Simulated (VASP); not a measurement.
Input of a VASP 6.6.1 run:

The input INCAR:

```
SYSTEM = Na2BrCl
PREC = Accurate
ENCUT = 520
EDIFF = 1E-6
ISMEAR = 0
SIGMA = 0.1
LREAL = .False.
LASPH = .True.
NELM = 100
ALGO = Normal
ISIF = 2
LWAVE = .False.
LCHARG = .True.
GGA = CA
LELF = .True.
LVHAR = .True.
NBANDS = 22
```

Contents of KPOINTS:

```
regular mesh
0
Gamma
  6 6 6
  0 0 0
```

The input POSCAR:

```
Na2BrCl
1.0
    2.0360244553      1.1754992673      6.6581171636
   -2.0360244553      1.1754992673      6.6581171636
    0.0000000000     -2.3509985347      6.6581171636
Na Br Cl
2 1 1
Direct
    0.2541929500      0.2541929500      0.2541929500
    0.7458070500      0.7458070500      0.7458070500
    0.5000000000      0.5000000000      0.5000000000
    0.0000000000      0.0000000000      0.0000000000
```

Potentials or basis: VASP PAW LDA potentials, release 64 (Na_pv, Br, Cl).

Command:

```sh
$ cat potpaw_LDA.64/Na_pv/POTCAR potpaw_LDA.64/Br/POTCAR potpaw_LDA.64/Cl/POTCAR > POTCAR
$ mpirun -np 1 vasp_std > vasp.out
```

Task: Predict the largest force.

Result: 0.007 eV/Å.

Task: Estimate the pressure.

Result: -1.7 GPa.

Task: Predict the band gap on the k mesh.

Result: 3.95 eV, direct.

Forces on the atoms (eV/Å):
```
Na   0.000  0.000  0.007
Na   0.000  0.000 -0.007
Br   0.000  0.000  0.000
Cl   0.000  0.000  0.000
```

A k mesh can miss the band edges. Expect the measured gap to be larger: semilocal functionals such as LDA lack the derivative discontinuity.
